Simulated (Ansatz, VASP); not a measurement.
# FeGe in VASP and in Ansatz

File INCAR:

```
SYSTEM = FeGe
ALGO     = Normal         ! electronic algorithm
EDIFF    = 1E-6           ! SCF threshold, eV
EDIFFG   = -0.01          ! ionic threshold
ENCUT    = 600            ! plane-wave cutoff, eV
GGA      = CA             ! functional
IBRION   = 2              ! ionic algorithm
ISIF     = 3              ! what is computed and relaxed
ISMEAR   = -1             ! smearing method
ISPIN    = 2              ! spin polarisation
LASPH    = .True.         ! aspherical terms in the spheres
LCHARG   = .False.        ! write CHGCAR
LDAU     = .True.         ! DFT+U
LDAUJ    = 0 0          
LDAUL    = -1 2           ! shell
LDAUPRINT= 1            
LDAUTYPE = 2            
LDAUU    = 0 4            ! U, eV
LMAXMIX  = 4              ! l up to which the mixer works
LORBIT   = 11             ! projections on sites
LREAL    = .False.        ! projectors in reciprocal space
LWAVE    = .False.        ! write WAVECAR
MAGMOM   = 0 0 0 3 3 3    ! initial moments
NELM     = 150            ! most SCF steps
NSW      = 60             ! ionic steps
PREC     = Accurate       ! precision mode
SIGMA    = 0.05           ! smearing width, eV
```

File KPOINTS:

```
k-points
0
Gamma
  6 6 7
  0 0 0
```

Contents of POSCAR:

```
FeGe
1.0
    4.9976023358      0.0000000000      0.0000000000
   -2.4988011679      4.3280505808      0.0000000000
    0.0000000000      0.0000000000      4.1157613500
Ge Fe
3 3
Direct
    0.6666666667      0.3333333333      0.5000000000
    0.3333333333      0.6666666667      0.5000000000
    0.0000000000      0.0000000000      0.0000000000
    0.0000000000      0.5000000000      0.0000000000
    0.5000000000      0.5000000000      0.0000000000
    0.5000000000      0.0000000000      0.0000000000
```

The input input.yaml:

```yaml
crystal:
  lattice:
    - [4.9976023358, 0.0, 0.0]
    - [-2.4988011679, 4.3280505808, 0.0]
    - [0.0, 0.0, 4.11576135]
  atoms:
    - { symbol: Ge, position: [0.6666666667, 0.3333333333, 0.5] }
    - { symbol: Ge, position: [0.3333333333, 0.6666666667, 0.5] }
    - { symbol: Ge, position: [0.0, 0.0, 0.0] }
    - { symbol: Fe, position: [0.0, 0.5, 0.0], spin: 3.0 }
    - { symbol: Fe, position: [0.5, 0.5, 0.0], spin: 3.0 }
    - { symbol: Fe, position: [0.5, 0.0, 0.0], spin: 3.0 }
hamiltonian:
  xc: lda
  pseudopotentials: { kind: paw }
  hubbard: { sites: [{ species: Fe, l: d, u_eff: 4.0 }] }
magnetization:
  spin_polarized: true
kpoints:
  mp_grid: { grid: [6, 6, 7] }
scf:
  occupations: { method: fermi_dirac, width: 0.05 }
output:
  forces: true
  stress: true
  eigenvalues: true
  write_density: true
  write_potential: true
  elf: true
  volumetric_format: npy
relax:
  f_tol: 0.01
  max_steps: 40
  cell: { stress_tol: 0.05 }
```

Alike in both runs: task relaxation of cell and atoms; functional LDA; k mesh 6 × 6 × 7; occupations fermi-dirac, width 0.05 eV; collinear spin; Hubbard terms Fe d U = 4.0 eV.

|  | VASP | Ansatz |
| --- | --- | --- |
| version | VASP 6.6.1 | Ansatz 0.2.0 |
| potentials or method | VASP PAW LDA potentials, release 64 (Ge_d, Fe) | Ansatz PAW |
| plane-wave cutoff (eV) | 600 | 420 |
| valence electrons in the cell | 66 | 90 |

VASP gave:

* gap on the k mesh at the Fermi level, each at its own relaxed structure (eV): none
* net moment per atom (μB): 1.27
* size of the moment on the site where the two differ most (μB): 0.13
* relaxed volume (Å³/atom): 14.57
* relaxed cell length with the largest relative difference (Å): 4.964

**Question.** Which values does Ansatz return?

**Answer.** gap on the k mesh at the Fermi level, each at its own relaxed structure (eV): none; net moment per atom (μB): 1.30; size of the moment on the site where the two differ most (μB): 0.10; relaxed volume (Å³/atom): 14.94; relaxed cell length with the largest relative difference (Å): 5.008.

LDA's correlation is that of Perdew and Zunger in VASP and of Perdew and Wang (1992) in Ansatz. Site moments also hang on the region over which each program counts them. The programs project onto different local orbitals, so the same U acts differently, and such runs can settle in different states. A gap of «none» marks a metal or a gap that the smearing closes. VASP's potentials hold 66 valence electrons a cell and Ansatz's 90, so a difference there can come from the potentials and not from the codes.

Noted on Ansatz's run: the magnetic or orbital state may not be the lowest; the plane-wave basis is chosen anew once the cell has moved, so the energies of steps on either side of that aren't comparable.
